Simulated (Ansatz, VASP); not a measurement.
## Ag in VASP and in Ansatz

Contents of INCAR:

```
SYSTEM = Ag
PREC     = Accurate       ! precision mode
ENCUT    = 600            ! plane-wave cutoff, eV
EDIFF    = 1E-6           ! SCF threshold, eV
ISMEAR   = 0              ! smearing method
SIGMA    = 0.1            ! smearing width, eV
LREAL    = .FALSE.        ! projectors in reciprocal space
LASPH    = .TRUE.         ! aspherical terms in the spheres
NELM     = 100            ! most SCF steps
ALGO     = Normal         ! electronic algorithm
ISIF     = 3              ! what is computed and relaxed
LWAVE    = .FALSE.        ! write WAVECAR
LCHARG   = .FALSE.        ! write CHGCAR
GGA      = PE             ! functional
IBRION   = 2              ! ionic algorithm
NSW      = 90             ! ionic steps
EDIFFG   = -0.04          ! ionic threshold
```

KPOINTS

```
Automatic mesh
0
G
  4 4 4
  0 0 0
```

File POSCAR:

```
Ag
1.0
    5.0794408888     -3.5900239055      0.0000000000
    5.0794408888      3.5900239055      0.0000000000
   -2.0958142753      0.0000000000      4.2405492385
Ag
8
Direct
    0.8260000000      0.8260000000      0.1740000000
    0.1740000000      0.1740000000      0.8260000000
    0.2480000000      0.2480000000      0.1860000000
    0.7520000000      0.7520000000      0.8140000000
    0.7691000000      0.3029000000      0.1810000000
    0.6971000000      0.2309000000      0.8190000000
    0.2309000000      0.6971000000      0.8190000000
    0.3029000000      0.7691000000      0.1810000000
```

Input for Ansatz:

```yaml
crystal:
  lattice:
    - [5.0794408888, -3.5900239055, 0.0]
    - [5.0794408888, 3.5900239055, 0.0]
    - [-2.0958142753, 0.0, 4.2405492385]
  atoms:
    - { symbol: Ag, position: [0.826, 0.826, 0.174] }
    - { symbol: Ag, position: [0.174, 0.174, 0.826] }
    - { symbol: Ag, position: [0.248, 0.248, 0.186] }
    - { symbol: Ag, position: [0.752, 0.752, 0.814] }
    - { symbol: Ag, position: [0.7691, 0.3029, 0.181] }
    - { symbol: Ag, position: [0.6971, 0.2309, 0.819] }
    - { symbol: Ag, position: [0.2309, 0.6971, 0.819] }
    - { symbol: Ag, position: [0.3029, 0.7691, 0.181] }
basis:
  ecutwfc: 420
kpoints:
  mp_grid: { grid: [4, 4, 4] }
hamiltonian:
  xc: pbe
scf:
  occupations: { method: gaussian, width: 0.1 }
  lower_state_search: "off"
output:
  forces: true
  stress: true
  eigenvalues: true
relax:
  adjacent_minimum: "off"
  f_tol: 0.04
  max_steps: 70
  cell: { stress_tol: 0.4 }
```

Alike in both runs: task relaxation of cell and atoms; functional PBE; k mesh 4 × 4 × 4; occupations gaussian, width 0.1 eV; no spin polarisation.

|  | VASP | Ansatz |
| --- | --- | --- |
| version | VASP 6.6.1 | Ansatz 0.2.0 |
| potentials or method | VASP PAW PBE potentials, release 64 (Ag), cutoff 600 eV | scalar-relativistic, plane waves, PAW |
| valence electrons in the cell | 88 | 152 |

|  | VASP | Ansatz | Ansatz less VASP |
| --- | --- | --- | --- |
| gap on the k mesh at the Fermi level, each at its own relaxed structure (eV) | none | none | - |
| relaxed volume (Å³/atom) | 17.88 | 17.95 | +0.069 |
| relaxed cell length with the largest relative difference (Å) | 5.046 | 5.828 | +0.7812 |

A gap of «none» marks a metal or a gap that the smearing closes. One of these differences is far larger than is usual between the two programs; its cause wasn't traced. VASP's potentials hold 88 valence electrons a cell and Ansatz's 152, so a difference there can come from the potentials and not from the codes.

The k mesh is coarse, so the values compare programs but aren't converged.
